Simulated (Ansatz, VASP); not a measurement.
**One calculation of HfCo, two programs**

Contents of INCAR:

```
SYSTEM = HfCo
PREC = Accurate ; ENCUT = 520
EDIFF = 1E-6 ; ISMEAR = -1
SIGMA = 0.05 ; LREAL = .False.
LASPH = .True. ; NELM = 150
ALGO = Normal ; ISIF = 2
LWAVE = .False. ; LCHARG = .True.
ISPIN = 2 ; MAGMOM = 0 2.5
LORBIT = 11 ; LMAXMIX = 4
GGA = PS ; LELF = .True.
LVHAR = .True. ; NBANDS = 20
```

The input KPOINTS:

```
regular mesh
0
Gamma
  9 9 9
  0 0 0
```

The input POSCAR:

```
HfCo
1.0
    3.0994104480      0.0000000000      0.0000000000
    0.0000000000      3.0994104480      0.0000000000
    0.0000000000      0.0000000000      3.0994104480
Hf Co
1 1
Direct
    0.5000000000      0.5000000000      0.5000000000
    0.0000000000      0.0000000000      0.0000000000
```

Input for Ansatz:

```yaml
crystal:
  lattice:
    - [3.099410447976037, 0.0, 0.0]
    - [0.0, 3.099410447976037, 0.0]
    - [0.0, 0.0, 3.099410447976037]
  atoms:
    - { symbol: Hf, position: [0.5, 0.5, 0.5] }
    - { symbol: Co, position: [0.0, 0.0, 0.0], spin: 2.5 }
kpoints:
  mp_grid:
    grid: [9, 9, 9]
hamiltonian:
  xc: pbesol
  pseudopotentials:
    kind: all_electron
    lapw:
      basis_error: 0.001
magnetization:
  spin_polarized: true
scf:
  convergence:
    dr2_threshold: 1.0e-10
  occupations:
    method: fermi_dirac
    width: 0.05
```

Alike in both runs: task single point; functional PBEsol; k mesh 9 × 9 × 9; occupations fermi-dirac, width 0.05 eV; collinear spin.

|  | VASP | Ansatz |
| --- | --- | --- |
| version | VASP 6.6.1 | Ansatz 0.2.0 |
| potentials or method | VASP PAW PBE potentials, release 64 (Hf_pv, Co), cutoff 520 eV | all-electron (LAPW or listed datasets) |

VASP gave:

| Item | Value |
| --- | --- |
| net moment per atom (μB) | 0.15 |
| size of the moment on the site where the two differ most (μB) | 0.35 |

Q: What did Ansatz give for the same quantities?

A: net moment per atom (μB): 0.15; size of the moment on the site where the two differ most (μB): 0.37.

VASP's potentials were made for PBE, not for PBEsol. Site moments also hang on the region over which each program counts them. Ansatz ran all-electron here, and VASP with PAW potentials.

Neither program's run includes spin-orbit coupling.
